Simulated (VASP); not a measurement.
# Nb (I4/mmm) in VASP: a series of runs, part 2 of 2

VASP 6.6.1. Earlier steps stand in the parts before.

### Step 3. Electric field gradients, PBE (z stretched by -1 % at fixed volume)

Input file INCAR:

```
SYSTEM = Nb
PREC = Accurate ; ENCUT = 400
EDIFF = 1E-8 ; ISMEAR = -1
SIGMA = 0.05 ; LREAL = .False.
LASPH = .True. ; NELM = 120
ALGO = Normal ; ISIF = 2
LWAVE = .False. ; LCHARG = .False.
GGA = PE ; LEFG = .True.
NBANDS = 12 ; GGA_COMPAT = .False.
```

Input file KPOINTS:

```
Automatic mesh
0
Gamma
  14 14 14
  0 0 0
```

Input file POSCAR:

```
Nb
1.0
   -1.6723326728      1.6723326728      1.6473105000
    1.6723326728     -1.6723326728      1.6473105000
    1.6723326728      1.6723326728     -1.6473105000
Nb
1
Direct
    0.0000000000      0.0000000000      0.0000000000
```

Potentials or basis: VASP PAW PBE potentials, release 64 (Nb_sv).

Launch:

```bash
$ cat potpaw_PBE.64/Nb_sv/POTCAR > POTCAR
$ mpirun -np 1 vasp_std > vasp.out
```

OUTCAR:

```text
SYSTEM = Nb
   PREC = Accurate
   ENCUT = 400
   EDIFF = 1E-8
   ISMEAR = -1
   LREAL = .False.
   LASPH = .True.
   NELM = 120
   ISIF = 2
   GGA = PE

 ion  position               nearest neighbor table
   1  0.000  0.000  0.000-

  LATTYP: Found a body centered tetragonal cell.
 ALAT       =     3.3446653456
 C/A-ratio  =     0.9850375627

  Lattice vectors:

 A1 = (  -1.6723326728,   1.6723326728,   1.6473105000)
 A2 = (   1.6723326728,  -1.6723326728,   1.6473105000)
 A3 = (   1.6723326728,   1.6723326728,  -1.6473105000)

Analysis of symmetry for initial positions (statically):
=====================================================================
 Subroutine PRICEL returns:
 Original cell was already a primitive cell.

 Routine SETGRP: Setting up the symmetry group for a
 body centered tetragonal supercell.

 Subroutine GETGRP returns: Found 16 space group operations
 (whereof 16 operations were pure point group operations)
 out of a pool of 16 trial point group operations.

The static configuration has the point symmetry D_4h.

Analysis of symmetry for dynamics (positions and initial velocities):
=====================================================================
 Subroutine PRICEL returns:
 Original cell was already a primitive cell.

 Routine SETGRP: Setting up the symmetry group for a
 body centered tetragonal supercell.

 Subroutine GETGRP returns: Found 16 space group operations
 (whereof 16 operations were pure point group operations)
 out of a pool of 16 trial point group operations.

The dynamic configuration has the point symmetry D_4h.

 Subroutine INISYM returns: Found 16 space group operations
 (whereof 16 operations are pure point group operations),
 and found     1 'primitive' translations

----------------------------------------------------------------------------------------

                                     Primitive cell

  volume of cell :      18.4281

  direct lattice vectors                    reciprocal lattice vectors
    -1.672332673  1.672332673  1.647310500     0.000000000  0.298983574  0.303525049
     1.672332673 -1.672332673  1.647310500     0.298983574  0.000000000  0.303525049
     1.672332673  1.672332673 -1.647310500     0.298983574  0.298983574  0.000000000

  length of vectors
     2.882191010  2.882191010  2.882191010     0.426050036  0.426050036  0.422826626

  position of ions in fractional coordinates (direct lattice)
     0.000000000  0.000000000  0.000000000

  ion indices of the primitive-cell ions
   primitive index   ion index
                 1           1

----------------------------------------------------------------------------------------

 KPOINTS: Automatic mesh

Automatic generation of k-mesh.
 Grid dimensions read from file:
 generate k-points for:   14   14   14

 Generating k-lattice:

  Cartesian coordinates                     Fractional coordinates (reciprocal lattice)
     0.000000000  0.021355970  0.021680361     0.071428571  0.000000000  0.000000000
     0.021355970  0.000000000  0.021680361     0.000000000  0.071428571  0.000000000
[... 68 lines left out ...]
   PSTRESS=    0.0 pullay stress
   NELECT =      13.0000    total number of electrons
   NUPDOWN=      -1.0000    fix difference up-down
   EMIN   =  10.00;   EMAX   =-10.00  energy-range for DOS
   EFERMI =   0.00;   METHOD = LEGACY
   ISMEAR =    -1;   SIGMA  =   0.05  broadening in eV -4-tet -1-fermi 0-gaus
   EFERMI_NEDOS =   21; number of points for ismear=-14 and -15
   IALGO  =     38    algorithm
   IMIX   =      4    mixing-type and parameters
     AMIX     =   0.40;   BMIX     =  1.00
     AMIX_MAG =   1.60;   BMIX_MAG =  1.00
  volume/ion in A,a.u.               =      18.43       124.36
  Fermi-wavevector in a.u.,A,eV,Ry     =   1.457345  2.753983 28.896790  2.123854
  Thomas-Fermi vector in A             =   2.574157
   LORBIT       =      0    0 simple, 1 ext, 2 COOP (PROOUT), +10 PAW based schemes
   GGA     = PE    functional components
   LHFCALC =     F    Hartree Fock is set to
   AEXX    =    0.0000 exact exchange contribution
   IVDW    =     0    specifies the selected vdW correction
   LEPSILON=     F    determine dielectric tensor
   LRPA    =     F    only Hartree local field effects (RPA)
 non-spin polarized calculation
  energy-cutoff  :      400.00
  volume of cell :       18.43
 maximum number of plane-waves:       362
   NGX =  9   NGY =  9   NGZ =  9

 number of electron      13.0000003 magnetization

 Free energy of the ion-electron system (eV)
  ---------------------------------------------------
  ext. energy  EPLUGINS =         0.00000000
  ---------------------------------------------------
  free energy    TOTEN  =       -10.21299925 eV

  energy without entropy =      -10.19868335  energy(sigma->0) =      -10.20584130

 E-fermi :  10.8735     XC(G=0): -12.3827

 val. band max:       10.8724737275   @ k =   0.2857   0.0000   0.0000
 cond. band min:      10.8773324687   @ k =  -0.4286   0.2857   0.0714
 fundamental gap:      0.0048587412
 Fermi energy:        10.8735115085

 k-point     1 :       0.0000    0.0000    0.0000
  band No.  band energies     occupation
      1     -43.5324      2.00000
      2     -18.8815      2.00000
      3     -18.8815      2.00000
      4     -18.8815      2.00000
      5       4.9832      2.00000
      6      11.1297      0.01184
      7      11.2941      0.00044
      8      11.2941      0.00044
      9      13.9580      0.00000
     10      14.1815      0.00000
     11      24.9358      0.00000
     12      24.9358      0.00000
[... 331 lines left out ...]
 k-point    24 :       0.2857    0.1429    0.0000
  band No.  band energies     occupation
      1     -43.3358      2.00000
      2     -19.9021      2.00000
      3     -19.2664      2.00000
      4     -18.9743      2.00000
      5       7.9084      2.00000
      6       9.5873      2.00000
      7      10.7827      1.72038
      8      13.6295      0.00000
      9      14.9017      0.00000
     10      16.3401      0.00000
     11      23.7234      0.00000
     12      24.7234      0.00000

 [... further k-points ...]
[... 5 lines left out ...]
  --------------------------------------------------------------------------------------
  -------------------------------------------------------------------------------------
  Total       -0.4302021     -0.4302021     -0.2412047      0.0000000     -0.0000000      0.0000000
  in kB      -37.4026446    -37.4026446    -20.9708243      0.0000000     -0.0000000      0.0000000
  external PRESSURE =     -31.9253711 kB  Pullay stress =       0.0000000 kB

 VOLUME and BASIS-vectors are now :
 -----------------------------------------------------------------------------
  energy-cutoff  :      400.00
  volume of cell :       18.43
      direct lattice vectors                 reciprocal lattice vectors
    -1.672332673  1.672332673  1.647310500     0.000000000  0.298983574  0.303525049
     1.672332673 -1.672332673  1.647310500     0.298983574  0.000000000  0.303525049
     1.672332673  1.672332673 -1.647310500     0.298983574  0.298983574  0.000000000

 POSITION                                       TOTAL-FORCE (eV/Angst)
 -----------------------------------------------------------------------------------
      0.00000      0.00000      0.00000         0.000000      0.000000     -0.000000
 -----------------------------------------------------------------------------------
    total drift:                                0.000000     -0.000000      0.000000

  FREE ENERGIE OF THE ION-ELECTRON SYSTEM (eV)
  ---------------------------------------------------
  free  energy   TOTEN  =       -10.2129992514 eV

  energy  without entropy=      -10.1986833522  energy(sigma->0) =      -10.20584130

 Electric field gradients (V/A^2)
---------------------------------------------------------------------
 ion       V_xx      V_yy      V_zz      V_xy      V_xz      V_yz
---------------------------------------------------------------------
   1       0.401     0.401    -0.802     0.000     0.000     0.000
---------------------------------------------------------------------

 Electric field gradients after diagonalization (V/A^2)
 (convention: |V_zz| > |V_xx| > |V_yy|)
----------------------------------------------------------------------
 ion       V_xx      V_yy      V_zz     asymmetry (V_yy - V_xx)/ V_zz
----------------------------------------------------------------------
   1       0.401     0.401    -0.802       0.001
----------------------------------------------------------------------

           NMR quadrupolar parameters

 Cq : quadrupolar parameter    Cq=e*Q*V_zz/h
 eta: asymmetry parameters     (V_yy - V_xx)/ V_zz
 Q  : nuclear electric quadrupole moment in mb (millibarn)
----------------------------------------------------------------------
 ion       Cq(MHz)       eta       Q (mb)
----------------------------------------------------------------------
   1      -0.002       0.001       1.000
----------------------------------------------------------------------
```

Run time: 26 s. Hardware: 1 thread of Intel Xeon Platinum 8375C at 2.90GHz (Ice Lake), shared host; peak memory 0.15 GiB.

Results:

- Free energy: -10.2130 eV
- Pressure: -3.2 GPa

Electric field gradients, principal values (V/Å²):
| atom | least | middle | greatest (by size) |
| --- | --- | --- | --- |
| 1 Nb | 0.401 | 0.401 | -0.802 |

Caveat: without QUAD_EFG the Cq values of the log hold for a quadrupole moment of 1 mb, not for the nuclei.
